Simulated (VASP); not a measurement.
Runs of VASP 6.6.1 on SrCl2. The structure is that of space group Fm-3m (No. 225), or close to it. The cells are those of the table. 

| task | cell | k mesh | cutoff (eV) | smearing | ions in elastic constants | gap on the mesh (eV) | pressure (GPa) |
| --- | --- | --- | --- | --- | --- | --- | --- |
| single point | a = 5.029 Å, angles 60.0°, 3 atoms | 4 × 4 × 4 | 500 | gaussian 0.05 eV | - | 4.67 | -4.3 |
| single point | a = 4.803 Å, angles 60.0°, 3 atoms | 4 × 4 × 4 | 500 | gaussian 0.05 eV | - | 5.09 | 0.3 |
| single point | a = 4.803 Å, angles 60.0°, 3 atoms | 6 × 6 × 6 | 520 | gaussian 0.02 eV | - | 5.09 | 0.3 |
| single point | a = 4.967 Å, angles 60.0°, 3 atoms | 4 × 4 × 4 | 520 | gaussian 0.05 eV | - | (a) | -3.3 |

Alike in all rows: level LDA; potentials or basis VASP PAW LDA potentials, release 64 (Sr_sv, Cl); no spin polarisation.

Question: Fill in the values left out.

Answer: (a) 4.81.

A k mesh can miss the band edges, and the runs leave out spin-orbit coupling on Sr.
